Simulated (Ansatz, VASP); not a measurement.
**SbSeBr3: VASP beside Ansatz**

```
CELL_PARAMETERS angstrom
2.66526 -7.10119 0.00000
2.66526 7.10119 0.00000
0.00000 0.00000 5.32618
ATOMIC_POSITIONS crystal
Sb 0.00000 0.00000 0.00000
Se 0.50000 0.50000 0.00000
Br 0.00000 0.50000 0.50000
Br 0.50000 0.00000 0.50000
Br 0.50000 0.50000 0.50000
```

Alike in both runs: functional PBE; k mesh 4 × 4 × 4; occupations gaussian, width 0.1 eV; no spin polarisation.

Ansatz relaxed the structure, and its values are those at the end. VASP's run is a single point on that final structure, the one shown.

```csv
,VASP,Ansatz
version,VASP 6.6.1,Ansatz 0.2.0
potentials or method,"VASP PAW PBE potentials, release 64 (Sb, Se, Br), cutoff 520 eV","scalar-relativistic, plane waves, PAW"
valence electrons in the cell,32,52
```

```csv
,VASP,Ansatz,Ansatz less VASP
gap on the k mesh at the Fermi level (eV),none,none,-
pressure (GPa),0.1,0.1,+0.01
```

A gap of «none» marks a metal or a gap that the smearing closes. VASP's potentials hold 32 valence electrons a cell and Ansatz's 52, so a difference there can come from the potentials and not from the codes.

Spin-orbit coupling is off throughout.
